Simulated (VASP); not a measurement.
# TiCo (Pm-3m) in VASP: further runs

Runs on TiCo. Level: PBEsol. Tasks: single point.

Everything below comes from runs of VASP 6.6.1. Logs are shortened: lines on timing, memory, paths and dates and some standing lists are left out, and cuts for length are marked.

### 1 The cell of the first run

It takes space group Pm-3m (No. 221, cubic). Conventional cell: a = 2.891 Å, b = 2.891 Å, c = 2.891 Å, α = 90.00°, β = 90.00°, γ = 90.00°. Within 3.3 Å of Co (site symmetry m-3m) lie 8 Ti at 2.50 Å and 6 Co at 2.89 Å. Within 3.3 Å of Ti (site symmetry m-3m) lie 8 Co at 2.50 Å and 6 Ti at 2.89 Å.

### 2 Single point, PBEsol, collinear spin, ferromagnetic start

Contents of INCAR:

```
SYSTEM = TiCo
PREC     = Accurate       ! precision mode
ENCUT    = 520            ! plane-wave cutoff, eV
EDIFF    = 1E-6           ! SCF threshold, eV
ISMEAR   = -1             ! smearing method
SIGMA    = 0.05           ! smearing width, eV
LREAL    = .FALSE.        ! projectors in reciprocal space
LASPH    = .TRUE.         ! aspherical terms in the spheres
NELM     = 150            ! most SCF steps
ALGO     = Normal         ! electronic algorithm
ISIF     = 2              ! what is computed and relaxed
LWAVE    = .FALSE.        ! write WAVECAR
LCHARG   = .FALSE.        ! write CHGCAR
ISPIN    = 2              ! spin polarisation
MAGMOM   = 2 1            ! initial moments
LORBIT   = 11             ! projections on sites
LMAXMIX  = 4              ! l up to which the mixer works
GGA      = PS             ! functional
NBANDS   = 22             ! bands
```

Contents of KPOINTS:

```
regular mesh
0
G
  9 9 9
  0 0 0
```

Contents of POSCAR:

```
TiCo
1.0
    2.8913756579      0.0000000000      0.0000000000
    0.0000000000      2.8913756579      0.0000000000
    0.0000000000      0.0000000000      2.8913756579
Co Ti
1 1
Direct
    0.5000000000      0.5000000000      0.5000000000
    0.0000000000      0.0000000000      0.0000000000
```

Potentials or basis: VASP PAW PBE potentials, release 64 (Co, Ti_sv).

Run with:

```
> cat potpaw_PBE.64/Co/POTCAR potpaw_PBE.64/Ti_sv/POTCAR > POTCAR
> mpirun -np 1 vasp_std > vasp.out
```

OUTCAR:

```text
SYSTEM = TiCo
   PREC = Accurate
   ENCUT = 520
   EDIFF = 1E-6
   ISMEAR = -1
   LREAL = .FALSE.
   LASPH = .TRUE.
   NELM = 150
   ISIF = 2
   ISPIN = 2
   LORBIT = 11
   GGA = PS

 ion  position               nearest neighbor table
   1  0.500  0.500  0.500-   2 2.50   2 2.50   2 2.50   2 2.50   2 2.50   2 2.50   2 2.50   2 2.50

   2  0.000  0.000  0.000-   1 2.50   1 2.50   1 2.50   1 2.50   1 2.50   1 2.50   1 2.50   1 2.50

  LATTYP: Found a simple cubic cell.
 ALAT       =     2.8913756579

  Lattice vectors:

 A1 = (   2.8913756579,   0.0000000000,   0.0000000000)
 A2 = (   0.0000000000,   2.8913756579,   0.0000000000)
 A3 = (   0.0000000000,   0.0000000000,   2.8913756579)

Analysis of symmetry for initial positions (statically):
=====================================================================
 Subroutine PRICEL returns:
 Original cell was already a primitive cell.

 Routine SETGRP: Setting up the symmetry group for a
 simple cubic supercell.

 Subroutine GETGRP returns: Found 48 space group operations
 (whereof 48 operations were pure point group operations)
 out of a pool of 48 trial point group operations.

The static configuration has the point symmetry O_h .

Analysis of symmetry for dynamics (positions and initial velocities):
=====================================================================
 Subroutine PRICEL returns:
 Original cell was already a primitive cell.

 Routine SETGRP: Setting up the symmetry group for a
 simple cubic supercell.

 Subroutine GETGRP returns: Found 48 space group operations
 (whereof 48 operations were pure point group operations)
 out of a pool of 48 trial point group operations.

The dynamic configuration has the point symmetry O_h .

Analysis of structural, dynamic, and magnetic symmetry:
=====================================================================
 Subroutine PRICEL returns:
 Original cell was already a primitive cell.

 Routine SETGRP: Setting up the symmetry group for a
 simple cubic supercell.

 Subroutine GETGRP returns: Found 48 space group operations
 (whereof 48 operations were pure point group operations)
 out of a pool of 48 trial point group operations.

The overall configuration has the point symmetry O_h .

 Subroutine INISYM returns: Found 48 space group operations
 (whereof 48 operations are pure point group operations),
 and found     1 'primitive' translations

----------------------------------------------------------------------------------------

                                     Primitive cell

  volume of cell :      24.1721

  direct lattice vectors                    reciprocal lattice vectors
     2.891375658  0.000000000  0.000000000     0.345856132  0.000000000  0.000000000
     0.000000000  2.891375658  0.000000000     0.000000000  0.345856132  0.000000000
     0.000000000  0.000000000  2.891375658     0.000000000  0.000000000  0.345856132

  length of vectors
     2.891375658  2.891375658  2.891375658     0.345856132  0.345856132  0.345856132

  position of ions in fractional coordinates (direct lattice)
     0.500000000  0.500000000  0.500000000
     0.000000000  0.000000000  0.000000000

  ion indices of the primitive-cell ions
   primitive index   ion index
                 1           1
                 2           2

----------------------------------------------------------------------------------------

 KPOINTS: regular mesh

Automatic generation of k-mesh.
 Grid dimensions read from file:
 generate k-points for:    9    9    9

 Generating k-lattice:

  Cartesian coordinates                     Fractional coordinates (reciprocal lattice)
     0.038428459  0.000000000  0.000000000     0.111111111  0.000000000  0.000000000
     0.000000000  0.038428459  0.000000000     0.000000000  0.111111111  0.000000000
     0.000000000  0.000000000  0.038428459     0.000000000  0.000000000  0.111111111

  Length of vectors
     0.038428459  0.038428459  0.038428459

  Shift w.r.t. Gamma in fractional coordinates (k-lattice)
     0.000000000  0.000000000  0.000000000

 Subroutine IBZKPT returns following result:
 ===========================================

 Found     35 irreducible k-points:

 Following reciprocal coordinates:
            Coordinates               Weight
  0.000000  0.000000  0.000000      1.000000
  0.111111  0.000000  0.000000      6.000000
  0.222222  0.000000  0.000000      6.000000
  0.333333  0.000000  0.000000      6.000000
  0.444444  0.000000  0.000000      6.000000
  0.111111  0.111111  0.000000     12.000000
[... 16 lines left out ...]
  0.333333  0.333333  0.111111     24.000000
  0.444444  0.333333  0.111111     48.000000
 [... further k-points ...]
   k-points           NKPTS =     35   k-points in BZ     NKDIM =     35   number of bands    NBANDS=     22
   number of dos      NEDOS =    301   number of ions     NIONS =      2
   total plane-waves  NPLWV =  13824
   dimension x,y,z NGX =    24 NGY =   24 NGZ =   24
   dimension x,y,z NGXF=    48 NGYF=   48 NGZF=   48
   ions per type =               1   1
   NGX,Y,Z   is equivalent  to a cutoff of  13.80, 13.80, 13.80 a.u.
   NGXF,Y,Z  is equivalent  to a cutoff of  27.60, 27.60, 27.60 a.u.
 SYSTEM =  TiCo
   PREC   = accura    normal or accurate (medium, high low for compatibility)
   ISTART =      0    job   : 0-new  1-cont  2-samecut
   ICHARG =      2    charge: 1-file 2-atom 10-const
   ISPIN  =      2    spin polarized calculation?
   LNONCOLLINEAR =      F non collinear calculations
   LSORBIT =      F    spin-orbit coupling
   LASPH  =      T    aspherical Exc in radial PAW
   ENCUT  =  520.0 eV  38.22 Ry    6.18 a.u.   5.38  5.38  5.38*2*pi/ulx,y,z
   NELM   =    150;   NELMIN=  2; NELMDL= -5     # of ELM steps
   EDIFF  = 0.1E-05   stopping-criterion for ELM
   LREAL  =      F    real-space projection
   EDIFFG = 0.1E-04   stopping-criterion for IOM
   NSW    =      0    number of steps for IOM
   IBRION =     -1    ionic relax: 0-MD 1-quasi-New 2-CG
   NFREE  =      0    steps in history (QN), initial steepest desc. (CG)
   ISIF   =      2    stress and relaxation
   ISYM   =      2    0-nonsym 1-usesym 2-fastsym
   POTIM  = 0.5000    time-step for ionic-motion
   TEBEG  =    0.0;   TEEND  =   0.0 temperature during run
   PSTRESS=    0.0 pullay stress
   NELECT =      21.0000    total number of electrons
   NUPDOWN=      -1.0000    fix difference up-down
   EMIN   =  10.00;   EMAX   =-10.00  energy-range for DOS
   EFERMI =   0.00;   METHOD = LEGACY
   ISMEAR =    -1;   SIGMA  =   0.05  broadening in eV -4-tet -1-fermi 0-gaus
   EFERMI_NEDOS =   21; number of points for ismear=-14 and -15
   IALGO  =     38    algorithm
   IMIX   =      4    mixing-type and parameters
     AMIX     =   0.40;   BMIX     =  1.00
     AMIX_MAG =   1.60;   BMIX_MAG =  1.00
  volume/ion in A,a.u.               =      12.09        81.56
  Fermi-wavevector in a.u.,A,eV,Ry     =   1.562104  2.951949 33.200534  2.440170
  Thomas-Fermi vector in A             =   2.665072
   LORBIT       =     11    0 simple, 1 ext, 2 COOP (PROOUT), +10 PAW based schemes
   GGA     = PS    functional components
   LHFCALC =     F    Hartree Fock is set to
   AEXX    =    0.0000 exact exchange contribution
   IVDW    =     0    specifies the selected vdW correction
   LEPSILON=     F    determine dielectric tensor
   LRPA    =     F    only Hartree local field effects (RPA)
 spin polarized calculation
  energy-cutoff  :      520.00
  volume of cell :       24.17
 maximum number of plane-waves:       666
 NGX is ok and might be reduce to    24
   NGX = 11   NGY = 11   NGZ = 11

 number of electron      21.0000010 magnetization       0.5092787

 Free energy of the ion-electron system (eV)
  ---------------------------------------------------
  ext. energy  EPLUGINS =         0.00000000
  ---------------------------------------------------
  free energy    TOTEN  =       -16.88555010 eV

  energy without entropy =      -16.87013086  energy(sigma->0) =      -16.87784048

 E-fermi :  11.0935     XC(G=0): -13.2627

 val. band max:       11.0856948742   @ k =   0.4444   0.4444   0.3333
 cond. band min:      11.1328949931   @ k =   0.3333   0.1111   0.1111
 fundamental gap:      0.0472001189
 Fermi energy:        11.0935152318

 spin component 1

 k-point     1 :       0.0000    0.0000    0.0000
  band No.  band energies     occupation
      1     -45.7150      1.00000
      2     -21.8721      1.00000
      3     -21.8721      1.00000
      4     -21.8721      1.00000
      5       2.9748      1.00000
      6       6.5608      1.00000
[... 14 lines left out ...]
     21      32.5015      0.00000
     22      32.7504      0.00000

 k-point     2 :       0.1111    0.0000    0.0000
  band No.  band energies     occupation
      1     -45.7093      1.00000
      2     -21.9233      1.00000
      3     -21.8686      1.00000
      4     -21.8686      1.00000
      5       3.2415      1.00000
      6       6.6765      1.00000
[... 542 lines left out ...]
 k-point    24 :       0.4444    0.3333    0.1111
  band No.  band energies     occupation
      1     -45.6294      1.00000
      2     -22.2272      1.00000
      3     -22.1289      1.00000
      4     -21.8587      1.00000
      5       6.5017      1.00000
      6       7.1458      1.00000
[... 14 lines left out ...]
     21      28.8926      0.00000
     22      32.2871      0.00000

 [... further k-points ...]

 spin component 2

 k-point     1 :       0.0000    0.0000    0.0000
  band No.  band energies     occupation
      1     -45.7131      1.00000
      2     -21.8707      1.00000
      3     -21.8707      1.00000
      4     -21.8707      1.00000
      5       2.9953      1.00000
      6       6.9043      1.00000
[... 14 lines left out ...]
     21      32.7171      0.00000
     22      32.7181      0.00000

 k-point     2 :       0.1111    0.0000    0.0000
  band No.  band energies     occupation
      1     -45.7074      1.00000
      2     -21.9221      1.00000
      3     -21.8672      1.00000
      4     -21.8672      1.00000
      5       3.2623      1.00000
      6       7.0308      1.00000
[... 542 lines left out ...]
 k-point    24 :       0.4444    0.3333    0.1111
  band No.  band energies     occupation
      1     -45.6272      1.00000
      2     -22.2273      1.00000
      3     -22.1287      1.00000
      4     -21.8574      1.00000
      5       6.6906      1.00000
      6       7.3254      1.00000
[... 14 lines left out ...]
     21      28.9437      0.00000
     22      32.3033      0.00000

 [... further k-points ...]
[... 5 lines left out ...]
  --------------------------------------------------------------------------------------
  -------------------------------------------------------------------------------------
  Total        1.4083981      1.4083981      1.4083981     -0.0000000     -0.0000000      0.0000000
  in kB       93.3517464     93.3517464     93.3517464     -0.0000000     -0.0000000      0.0000000
  external PRESSURE =      93.3517464 kB  Pullay stress =       0.0000000 kB

 VOLUME and BASIS-vectors are now :
 -----------------------------------------------------------------------------
  energy-cutoff  :      520.00
  volume of cell :       24.17
      direct lattice vectors                 reciprocal lattice vectors
     2.891375658  0.000000000  0.000000000     0.345856132  0.000000000  0.000000000
     0.000000000  2.891375658  0.000000000     0.000000000  0.345856132  0.000000000
     0.000000000  0.000000000  2.891375658     0.000000000  0.000000000  0.345856132

 POSITION                                       TOTAL-FORCE (eV/Angst)
 -----------------------------------------------------------------------------------
      1.44569      1.44569      1.44569         0.000000      0.000000      0.000000
      0.00000      0.00000      0.00000         0.000000      0.000000      0.000000
 -----------------------------------------------------------------------------------
    total drift:                                0.000000      0.000000     -0.000000

  FREE ENERGIE OF THE ION-ELECTRON SYSTEM (eV)
  ---------------------------------------------------
  free  energy   TOTEN  =       -16.8855501001 eV

  energy  without entropy=      -16.8701308628  energy(sigma->0) =      -16.87784048

 total charge

# of ion       s       p       d       tot
------------------------------------------
    1        0.564   0.511   7.393   8.468
    2        2.272   6.216   1.951  10.439
--------------------------------------------------
tot          2.836   6.727   9.344  18.907

 magnetization (x)

# of ion       s       p       d       tot
------------------------------------------
    1        0.022  -0.003   0.514   0.533
    2       -0.001  -0.007  -0.000  -0.008
--------------------------------------------------
tot          0.021  -0.009   0.513   0.525
```

Wall time 23 s (1 thread of AMD EPYC 9R45 (Zen 5), shared host); peak memory 0.14 GiB.

Results:

- Free energy: -16.8856 eV
- Pressure: 9.3 GPa
- Net moment: 0.51 μB per cell
- Site moments: Co +0.53; Ti -0.01 μB
- Valence electrons inside the program's atomic spheres: Co 8.47; Ti 10.44

Caveat: the PAW data sets were made with another functional, which shifts forces and pressure a little.

### 3 Single point, PBEsol, collinear spin, ferromagnetic start

This run uses another cell than the first one, of 12.36 Å³/atom, 1.023 times its volume.

Contents of INCAR:

```
SYSTEM = TiCo
PREC = Accurate ; ENCUT = 520
EDIFF = 1E-7 ; ISMEAR = -1
SIGMA = 0.05 ; LREAL = .False.
LASPH = .True. ; NELM = 150
ALGO = Normal ; ISIF = 2
LWAVE = .False. ; LCHARG = .True.
ISPIN = 2 ; MAGMOM = 2 1
LORBIT = 11 ; LMAXMIX = 4
GGA = PS ; LELF = .True.
LVHAR = .True. ; NBANDS = 22
```

Contents of KPOINTS:

```
regular mesh
0
Gamma
  9 9 9
  0 0 0
```

Contents of POSCAR:

```
TiCo
1.0
    2.9134159132      0.0000000000      0.0000000000
    0.0000000000      2.9134159132      0.0000000000
    0.0000000000      0.0000000000      2.9134159132
Co Ti
1 1
Direct
    0.5000000000      0.5000000000      0.5000000000
    0.0000000000      0.0000000000      0.0000000000
```

Potentials or basis: VASP PAW PBE potentials, release 64 (Co, Ti_sv).

Run with:

```
> cat potpaw_PBE.64/Co/POTCAR potpaw_PBE.64/Ti_sv/POTCAR > POTCAR
> mpirun -np 1 vasp_std > vasp.out
```

Run time: 29 s. Hardware: 1 thread of AMD EPYC 9R45 (Zen 5), shared host; peak memory 0.14 GiB.

The run converged. Its results:

```yaml
Free_energy: -16.9092 eV
Pressure: 4.4 GPa
Net_moment: 0.54 μB per cell
Site_moments: Co +0.57; Ti -0.01 μB
Valence_electrons_inside_the_program's_atomic_spheres: Co 8.43; Ti 10.40
```

Levels at points of the mesh, in eV from the Fermi level:
Spin up:
```tsv
k point	band 6	band 7	band 8	band 9	band 10	band 11	band 12	band 13	band 14	band 15
(0.00, 0.00, 0.00)	-4.42	-4.42	-1.85	-1.85	-1.85	0.63	0.63	2.94	2.94	2.94
```
Spin down:
```csv
k point,band 6,band 7,band 8,band 9,band 10,band 11,band 12,band 13,band 14,band 15
"(0.00, 0.00, 0.00)",-4.05,-4.05,-1.49,-1.49,-1.49,0.96,0.96,3.01,3.01,3.01
```

Caveat: the PAW data sets were made with another functional, which shifts forces and pressure a little.

### 4 Single point, PBEsol, collinear spin, ferromagnetic start

This run uses another cell than the first one, of 12.55 Å³/atom, 1.038 times its volume.

Contents of INCAR:

```
PREC = Accurate ; ENCUT = 520
EDIFF = 1E-7 ; ISMEAR = -1
SIGMA = 0.05 ; LREAL = F
LASPH = T ; NELM = 150
ALGO = Fast ; ISIF = 2
LWAVE = F ; LCHARG = T
ISPIN = 2 ; MAGMOM = 2 1
LORBIT = 11 ; LMAXMIX = 4
GGA = PS ; LELF = T
LVHAR = T ; NBANDS = 22
```

Contents of KPOINTS:

```
regular mesh
0
Gamma
  9 9 9
```

Contents of POSCAR:

```
TiCo
1.0
    2.9277875240      0.0000000000      0.0000000000
    0.0000000000      2.9277875240      0.0000000000
    0.0000000000      0.0000000000      2.9277875240
Co Ti
1 1
Direct
    0.5000000000      0.5000000000      0.5000000000
    0.0000000000      0.0000000000      0.0000000000
```

Run with:

```
> cat potpaw_PBE.64/Co/POTCAR potpaw_PBE.64/Ti_sv/POTCAR > POTCAR
> mpirun -np 1 vasp_std > vasp.out
```

Run time: 38 s. Hardware: 1 thread of AMD EPYC 9R45 (Zen 5), shared host; peak memory 0.14 GiB.

It converged, with:

* Free energy: -16.9159 eV
* Pressure: 1.4 GPa
* Net moment: 0.56 μB per cell
* Site moments: Co +0.60; Ti -0.02 μB
* Valence electrons inside the program's atomic spheres: Co 8.40; Ti 10.38

Levels at points of the mesh, in eV from the Fermi level:
Spin up:
| k point | band 6 | band 7 | band 8 | band 9 | band 10 | band 11 | band 12 | band 13 | band 14 | band 15 |
| --- | --- | --- | --- | --- | --- | --- | --- | --- | --- | --- |
| (0.00, 0.00, 0.00) | -4.34 | -4.34 | -1.83 | -1.83 | -1.83 | 0.61 | 0.61 | 2.89 | 2.89 | 2.89 |
Spin down:
```tsv
k point	band 8	band 9	band 10	band 11	band 12	band 13
(0.00, 0.00, 0.00)	-1.46	-1.46	-1.46	0.95	0.95	2.96
```

Caveat: the PAW data sets were made with another functional, which shifts forces and pressure a little.

### 5 Single point, PBEsol, collinear spin, ferromagnetic start

This run uses another cell than the first one, of 12.68 Å³/atom, 1.049 times its volume.

Contents of INCAR:

```
PREC = Accurate
ENCUT = 520
EDIFF = 1E-6
ISMEAR = -1
SIGMA = 0.05
LREAL = F
LASPH = T
NELM = 150
ALGO = Fast
ISIF = 2
LWAVE = F
LCHARG = F
ISPIN = 2
MAGMOM = 2 1
LORBIT = 11
LMAXMIX = 4
GGA = PS
NBANDS = 22
```

KPOINTS is that of step 4.

Contents of POSCAR:

```
TiCo
1.0
    2.9379524404      0.0000000000      0.0000000000
    0.0000000000      2.9379524404      0.0000000000
    0.0000000000      0.0000000000      2.9379524404
Co Ti
1 1
Direct
    0.5000000000      0.5000000000      0.5000000000
    0.0000000000      0.0000000000      0.0000000000
```

Run with:

```
> cat potpaw_PBE.64/Co/POTCAR potpaw_PBE.64/Ti_sv/POTCAR > POTCAR
> mpirun -np 1 vasp_std > vasp.out
```

Run time: 31 s. Hardware: 1 thread of AMD EPYC 9R45 (Zen 5), shared host; peak memory 0.14 GiB.

It converged, with:

```
Free energy                                           : -16.9166 eV
Pressure                                              : -0.6 GPa
Net moment                                            : 0.57 μB per cell
Site moments                                          : Co +0.62; Ti -0.02 μB
Valence electrons inside the program's atomic spheres : Co 8.38; Ti 10.36
```

Levels at points of the mesh, in eV from the Fermi level:
Spin up:
```csv
k point,band 6,band 7,band 8,band 9,band 10,band 11,band 12,band 13,band 14,band 15
"(0.00, 0.00, 0.00)",-4.29,-4.29,-1.82,-1.82,-1.82,0.59,0.59,2.85,2.85,2.85
```
Spin down:
| k point | band 8 | band 9 | band 10 | band 11 | band 12 | band 13 |
| --- | --- | --- | --- | --- | --- | --- |
| (0.00, 0.00, 0.00) | -1.44 | -1.44 | -1.44 | 0.95 | 0.95 | 2.92 |

Caveat: the PAW data sets were made with another functional, which shifts forces and pressure a little.

### 6 The runs side by side

| cell | gap on the mesh (eV) | pressure (GPa) | moment (μB) |
| --- | --- | --- | --- |
| a = 2.891 Å, 2 atoms | none | 9.3 | 0.51 |
| a = 2.913 Å, 2 atoms | none | 4.4 | 0.54 |
| a = 2.928 Å, 2 atoms | none | 1.4 | 0.56 |
| a = 2.938 Å, 2 atoms | none | -0.6 | 0.57 |

Alike in all rows: task single point; level PBEsol; potentials or basis VASP PAW PBE potentials, release 64 (Co, Ti_sv); spin collinear, ferromagnetic start; k mesh 9 × 9 × 9; cutoff (eV) 520; smearing fermi-dirac 0.05 eV.

Caveats: the PAW data sets were made with another functional, which shifts forces and pressure a little.

Absolute energies hang on the potentials; compare differences alone.
